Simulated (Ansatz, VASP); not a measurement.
## One calculation of Ir, two programs

```
Ir
1.0
     2.75138    0.18049    0.00000
    -1.21938    2.29252    0.00000
     0.00000    0.00000    4.46229
Ir
2
Direct
  0.66667 0.33333 0.75000
  0.33333 0.66667 0.25000
```

Change from the starting cell: strain +0.1312 x Voigt [0, 0, 0, 0, 0, 1], atoms carried along.

Alike in both runs: task single point; functional r2SCAN; k mesh 18 × 18 × 12; occupations gaussian, width 0.15 eV; no spin polarisation.

```csv
,VASP,Ansatz
version,VASP 6.6.1,Ansatz 0.2.0
potentials or method,"VASP PAW PBE potentials, release 64 (Ir), cutoff 520 eV","scalar-relativistic, plane waves, PAW"
valence electrons in the cell,18,34
```

Ansatz gave:

```
gap on the k mesh at the Fermi level (eV)                     : none
pressure (GPa)                                                : -2.4
traceless stress, the component that is largest in VASP (GPa) : -24.34
rms of the force components (eV/Å)                            : 0.114
```

Estimate VASP's values.

gap on the k mesh at the Fermi level (eV): none; pressure (GPa): 0.0; traceless stress, the component that is largest in VASP (GPa): -24.56; rms of the force components (eV/Å): 0.124.

VASP's potentials were made for PBE, not for r2SCAN. Atom by atom the forces differ by 0.011 eV/Å (rms over components). A gap of «none» marks a metal or a gap that the smearing closes. The functional is the same, so the differences come from potentials, cutoffs and numerics. VASP's potentials hold 18 valence electrons a cell and Ansatz's 34, so a difference there can come from the potentials and not from the codes.

Spin-orbit coupling is off throughout.
